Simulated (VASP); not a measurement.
# AlRu (I4mm) in VASP: single point with PBE

Aim: the single point of AlRu with PBE.

Program: VASP 6.6.1. These are calculated values, not measurements. Logs are shortened: lines on timing, memory, paths and dates and some standing lists are left out, and cuts for length are marked.

## 1. The cell of the first run

The structure is tetragonal, space group I4mm (No. 107). The conventional cell has a = 6.008 Å, b = 6.008 Å, c = 6.008 Å, α = 90.00°, β = 90.00°, γ = 90.00°. Within 3.1 Å of Al (site symmetry 4mm) lie 8 Ru at 2.37 to 2.88 Å and 5 Al at 2.55 to 3.04 Å. Al (site symmetry 2mm) has 8 Ru at 2.60 Å and 6 Al at 3.00 to 3.04 Å within 3.4 Å. Al (site symmetry 4mm) has 6 Al at 2.55 to 3.45 Å and 8 Ru at 2.60 Å within 3.5 Å. Within 3.1 Å of Ru (site symmetry m) lie 8 Al at 2.37 to 2.88 Å and 6 Ru at 3.00 Å.

## 2. Single point, PBE (atom 1 (Al) moved -0.450 Å along Cartesian [0 1 0])

INCAR

```
SYSTEM = AlRu
ALGO = Fast ; EDIFF = 1E-7
ENCUT = 520 ; GGA = PE
ISIF = 2 ; ISMEAR = 0
LASPH = .True. ; LCHARG = .False.
LREAL = .False. ; LWAVE = .False.
NBANDS = 44 ; NELM = 80
PREC = Accurate ; SIGMA = 0.15
```

KPOINTS

```
k-points
0
Gamma
  14 14 14
  0 0 0
```

POSCAR

```
AlRu
1.0
   -3.0040847246      3.0040847246      3.0040847246
    3.0040847246     -3.0040847246      3.0040847246
    3.0040847246      3.0040847246     -3.0040847246
Al Ru
4 4
Direct
   -0.0748980207      0.0000000000     -0.0748980207
    0.5000000000      0.5000000000      0.0000000000
    0.5000000000      0.0000000000      0.5000000000
    0.0000000000      0.5000000000      0.5000000000
    0.5000000000      0.5000000000      0.5000000000
    0.0000000000      0.0000000000      0.5000000000
    0.0000000000      0.5000000000      0.0000000000
    0.5000000000      0.0000000000      0.0000000000
```

Potentials or basis: VASP PAW PBE potentials, release 64 (Al, Ru_pv).

Started as:

```console
$ cat potpaw_PBE.64/Al/POTCAR potpaw_PBE.64/Ru_pv/POTCAR > POTCAR
$ mpirun -np 1 vasp_std > vasp.out
```

OUTCAR:

```text
SYSTEM = AlRu
   EDIFF = 1E-7
   ENCUT = 520
   GGA = PE
   ISIF = 2
   ISMEAR = 0
   LASPH = .True.
   LREAL = .False.
   NELM = 80
   PREC = Accurate

 ion  position               nearest neighbor table
   1  0.925  0.000  0.925-   5 2.37   7 2.37   8 2.37   6 2.37   3 2.55   6 2.88   5 2.88   8 2.88
                             7 2.88   2 3.04   4 3.04   2 3.04   4 3.04
   2  0.500  0.500  0.000-   5 2.60   6 2.60   7 2.60   8 2.60   5 2.60   8 2.60   7 2.60   6 2.60
                             3 3.00   3 3.00   4 3.00   4 3.00   1 3.04   1 3.04
   3  0.500  0.000  0.500-   1 2.55   5 2.60   6 2.60   7 2.60   8 2.60   8 2.60   5 2.60   6 2.60
                             7 2.60   2 3.00   2 3.00   4 3.00   4 3.00
   4  0.000  0.500  0.500-   5 2.60   6 2.60   7 2.60   8 2.60   7 2.60   6 2.60   5 2.60   8 2.60
                             2 3.00   2 3.00   3 3.00   3 3.00   1 3.04   1 3.04
   5  0.500  0.500  0.500-   1 2.37   2 2.60   3 2.60   4 2.60   2 2.60   3 2.60   4 2.60   1 2.88
                             7 3.00   8 3.00   8 3.00   7 3.00   6 3.00   6 3.00
   6  0.000  0.000  0.500-   1 2.37   2 2.60   3 2.60   4 2.60   4 2.60   3 2.60   2 2.60   1 2.88
                             7 3.00   7 3.00   8 3.00   8 3.00   5 3.00   5 3.00
   7  0.000  0.500  0.000-   1 2.37   3 2.60   4 2.60   4 2.60   2 2.60   2 2.60   3 2.60   1 2.88
                             6 3.00   6 3.00   8 3.00   5 3.00   8 3.00   5 3.00
   8  0.500  0.000  0.000-   1 2.37   2 2.60   3 2.60   4 2.60   3 2.60   2 2.60   4 2.60   1 2.88
                             6 3.00   5 3.00   7 3.00   6 3.00   7 3.00   5 3.00

  LATTYP: Found a body centered cubic cell.
 ALAT       =     6.0081694492

  Lattice vectors:

 A1 = (  -3.0040847246,   3.0040847246,   3.0040847246)
 A2 = (   3.0040847246,  -3.0040847246,   3.0040847246)
 A3 = (   3.0040847246,   3.0040847246,  -3.0040847246)

Analysis of symmetry for initial positions (statically):
=====================================================================
 Subroutine PRICEL returns:
 Original cell was already a primitive cell.

 Routine SETGRP: Setting up the symmetry group for a
 body centered cubic supercell.

 Subroutine GETGRP returns: Found  8 space group operations
 (whereof  8 operations were pure point group operations)
 out of a pool of 48 trial point group operations.

The static configuration has the point symmetry C_4v.

Analysis of symmetry for dynamics (positions and initial velocities):
=====================================================================
 Subroutine PRICEL returns:
 Original cell was already a primitive cell.

 Routine SETGRP: Setting up the symmetry group for a
 body centered cubic supercell.

 Subroutine GETGRP returns: Found  8 space group operations
 (whereof  8 operations were pure point group operations)
 out of a pool of 48 trial point group operations.
[... 126 lines left out ...]
   EMIN   =  10.00;   EMAX   =-10.00  energy-range for DOS
   EFERMI =   0.00;   METHOD = LEGACY
   ISMEAR =     0;   SIGMA  =   0.15  broadening in eV -4-tet -1-fermi 0-gaus
   EFERMI_NEDOS =   21; number of points for ismear=-14 and -15
   IALGO  =     68    algorithm
   IMIX   =      4    mixing-type and parameters
     AMIX     =   0.40;   BMIX     =  1.00
     AMIX_MAG =   1.60;   BMIX_MAG =  1.00
  volume/ion in A,a.u.               =      13.56        91.48
  Fermi-wavevector in a.u.,A,eV,Ry     =   1.401239  2.647958 26.714651  1.963471
  Thomas-Fermi vector in A             =   2.524120
   LORBIT       =      0    0 simple, 1 ext, 2 COOP (PROOUT), +10 PAW based schemes
   GGA     = PE    functional components
   LHFCALC =     F    Hartree Fock is set to
   AEXX    =    0.0000 exact exchange contribution
   IVDW    =     0    specifies the selected vdW correction
   LEPSILON=     F    determine dielectric tensor
   LRPA    =     F    only Hartree local field effects (RPA)
 non-spin polarized calculation
 RMM-DIIS sequential band-by-band and
 Gauss-broadening in eV      SIGMA  =   0.15
  energy-cutoff  :      520.00
  volume of cell :      108.44
 maximum number of plane-waves:      2940
   NGX = 19   NGY = 19   NGZ = 19

 number of electron      67.9999973 magnetization

 Free energy of the ion-electron system (eV)
  ---------------------------------------------------
  ext. energy  EPLUGINS =         0.00000000
  ---------------------------------------------------
  free energy    TOTEN  =       -56.20064371 eV

  energy without entropy =      -56.12408682  energy(sigma->0) =      -56.16236527

 E-fermi :  10.5151     XC(G=0): -12.4841

 val. band max:       10.5148990966   @ k =   0.1429  -0.3571   0.3571
 cond. band min:      10.5152658848   @ k =   0.5000   0.1429  -0.4286
 fundamental gap:      0.0003667882
 Fermi energy:        10.5150770820

 k-point     1 :       0.0000    0.0000    0.0000
  band No.  band energies     occupation
      1     -31.4273      2.00000
      2     -31.4205      2.00000
      3     -31.4205      2.00000
      4     -31.4126      2.00000
      5     -31.4019      2.00000
      6     -31.4019      2.00000
[... 1117 lines left out ...]
     43      16.4814      0.00000
     44      16.7731      0.00000

 [... further k-points ...]

------------------------ aborting loop because EDIFF is reached ----------------------------------------

  FORCE on cell =-STRESS in cart. coord.  units (eV):
  Direction    XX          YY          ZZ          XY          YZ          ZX
  --------------------------------------------------------------------------------------
  -------------------------------------------------------------------------------------
  Total        2.9436551      2.3791177      2.9436551      0.0000000     -0.0000000      0.0000000
  in kB       43.4911597     35.1503776     43.4911597      0.0000000     -0.0000000      0.0000000
  external PRESSURE =      40.7108990 kB  Pullay stress =       0.0000000 kB

 VOLUME and BASIS-vectors are now :
 -----------------------------------------------------------------------------
  energy-cutoff  :      520.00
  volume of cell :      108.44
      direct lattice vectors                 reciprocal lattice vectors
    -3.004084725  3.004084725  3.004084725     0.000000000  0.166440046  0.166440046
     3.004084725 -3.004084725  3.004084725     0.166440046  0.000000000  0.166440046
     3.004084725  3.004084725 -3.004084725     0.166440046  0.166440046  0.000000000

 POSITION                                       TOTAL-FORCE (eV/Angst)
 -----------------------------------------------------------------------------------
      0.00000      5.55817      0.00000         0.000000      3.998486      0.000000
      0.00000      0.00000      3.00408         0.000000      0.006879      0.000000
      0.00000      3.00408      0.00000         0.000000     -0.823253      0.000000
      3.00408      0.00000      0.00000         0.000000      0.006879      0.000000
      1.50204      1.50204      1.50204        -1.065764     -0.797248     -1.065764
      1.50204      1.50204     -1.50204        -1.065764     -0.797248      1.065764
      1.50204     -1.50204      1.50204         1.065764     -0.797248      1.065764
     -1.50204      1.50204      1.50204         1.065764     -0.797248     -1.065764
 -----------------------------------------------------------------------------------
    total drift:                                0.000001     -0.000502      0.000001

  FREE ENERGIE OF THE ION-ELECTRON SYSTEM (eV)
  ---------------------------------------------------
  free  energy   TOTEN  =       -56.2006437126 eV

  energy  without entropy=      -56.1240868209  energy(sigma->0) =      -56.16236527
```

Wall time 27 min (1 thread of Intel Xeon Platinum 8259CL at 2.50GHz (Skylake/Cascade Lake), shared host); peak memory 0.87 GiB.

Results:

- Free energy: -56.2006 eV
- Pressure: 4.1 GPa
- Largest force: 3.998 eV/Å
- Band gap on the k mesh: zero (bands 34 and 35 overlap by 2.64 eV)

Forces in eV/Å, atoms in the order of the input:
```
Al   0.000  3.998  0.000
Al   0.000  0.007  0.000
Al   0.000 -0.823  0.000
Al   0.000  0.007  0.000
Ru  -1.066 -0.797 -1.066
Ru  -1.066 -0.797  1.066
Ru   1.066 -0.797  1.066
Ru   1.066 -0.797 -1.066
```

Levels at points of the mesh, in eV from the Fermi level:
| k point | band 30 | band 31 | band 32 | band 33 | band 34 | band 35 | band 36 | band 37 | band 38 | band 39 |
| --- | --- | --- | --- | --- | --- | --- | --- | --- | --- | --- |
| (0.00, 0.00, 0.00) | -1.13 | -1.13 | -0.79 | -0.79 | 0.10 | 0.20 | 0.20 | 1.49 | 1.49 | 1.49 |
| (0.50, 0.00, 0.00) | -0.99 | -0.85 | -0.73 | -0.55 | -0.51 | 0.54 | 0.86 | 2.31 | 2.44 | 3.37 |
| (0.00, 0.50, 0.00) | -1.06 | -0.76 | -0.75 | -0.51 | -0.50 | 0.76 | 0.80 | 2.40 | 2.43 | 3.48 |
| (0.50, 0.50, 0.50) | -1.51 | 0.31 | 0.41 | 0.43 | 1.58 | 1.59 | 2.21 | 2.21 | 2.29 | 2.46 |

Caveat: the cell differs from its parent crystal (atom 1 (Al) moved -0.450 Å along Cartesian [0 1 0]); the cell stands under pressure; forces of over 1 eV/Å act on the atoms, so gaps and moduli don't describe the material at rest.
